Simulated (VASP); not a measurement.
Input of a VASP 6.6.1 run:

Contents of INCAR:

```
PREC = Accurate
ENCUT = 520
EDIFF = 1E-7
ISMEAR = 0
SIGMA = 0.05
LREAL = F
LASPH = T
NELM = 100
ALGO = Normal
ISIF = 2
LWAVE = F
LCHARG = F
GGA = PE
NBANDS = 11
```

KPOINTS

```
regular mesh
0
Gamma
  8 8 8
```

File POSCAR:

```
MgS
1.0
    0.0000000000      2.6016500000      2.3935180000
    2.6016500000      0.0000000000      2.3935180000
    2.6016500000      2.6016500000      0.0000000000
Mg S
1 1
Direct
    0.0000000000      0.0000000000      0.0000000000
    0.5000000000      0.5000000000      0.5000000000
```

Potentials or basis: VASP PAW PBE potentials, release 64 (Mg, S).

Run with:

```sh
$ cat potpaw_PBE.64/Mg/POTCAR potpaw_PBE.64/S/POTCAR > POTCAR
$ mpirun -np 1 vasp_std > vasp.out
```

What does it give for the band gap on the k mesh?

2.60 eV, indirect (least direct gap 4.26 eV).

Estimate the pressure.

10.1 GPa.

Stress tensor (GPa, compression positive):
```
 4.98  0.00  0.00
 0.00  4.98  0.00
 0.00  0.00 20.29
```

Caveat: the cell differs from its parent crystal (strain +0.000 along x and y, -0.080 along z). A k mesh can miss the band edges.
